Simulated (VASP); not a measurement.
Wanted: the native input for a VASP 6.6.1 run.

- Task: single point
- Functional: PBE
- Potentials or basis: VASP PAW PBE potentials, release 64 (Ti_sv, H)
- Cutoff: 520 eV
- k mesh: 6 × 6 × 1
- Occupations: gaussian, width 0.1 eV
- Spin: no spin polarisation
- Dipole correction: yes
- Further INCAR settings: ALGO = Normal; EDIFF = 1e-06; NBANDS = 47

The structure of Ti3H lies in POSCAR:

```
Ti3H
1.0
    4.6037402166      0.0000000000      0.0000000000
   -2.3018701083      3.9869559800      0.0000000000
    0.0000000000      0.0000000000     22.4968207969
Ti H
6 2
Direct
    0.6666666667      0.3333333333      0.1778029010
    0.3333333333      0.6666666667      0.2195747826
    0.0000000000      0.0000000000      0.2613466643
    0.6666666667      0.3333333333      0.2980472831
    0.3333333333      0.6666666667      0.3304570154
    0.0000000000      0.0000000000      0.3776898467
    0.2863049736      0.7136950264      0.4119169051
    0.3803616930      0.6196383070      0.4119169051
```

The input as run:

INCAR

```
SYSTEM = Ti3H
  ALGO = Normal
  DIPOL = 0.5 0.5 0.311
  EDIFF = 1E-6
  ENCUT = 520
  GGA = PE
  IDIPOL = 3
  ISIF = 2
  ISMEAR = 0
  LASPH = .TRUE.
  LCHARG = .FALSE.
  LDIPOL = .TRUE.
  LREAL = .FALSE.
  LWAVE = .FALSE.
  NBANDS = 47
  NELM = 100
  PREC = Accurate
  SIGMA = 0.1
```

KPOINTS

```
k-points
0
G
  6 6 1
  0 0 0
```

Potentials or basis: VASP PAW PBE potentials, release 64 (Ti_sv, H).

Run with:

```sh
$ cat potpaw_PBE.64/Ti_sv/POTCAR potpaw_PBE.64/H/POTCAR > POTCAR
$ mpirun -np 1 vasp_std > vasp.out
```

Results of the run:

- Largest force: 3.317 eV/Å
- Band gap on the k mesh: zero (bands 37 and 38 overlap by 0.10 eV)

It took 5.9 min on 1 thread of Intel(R) Xeon(R) Platinum 8488C (Sapphire Rapids) (shared host), peak memory 0.56 GiB.
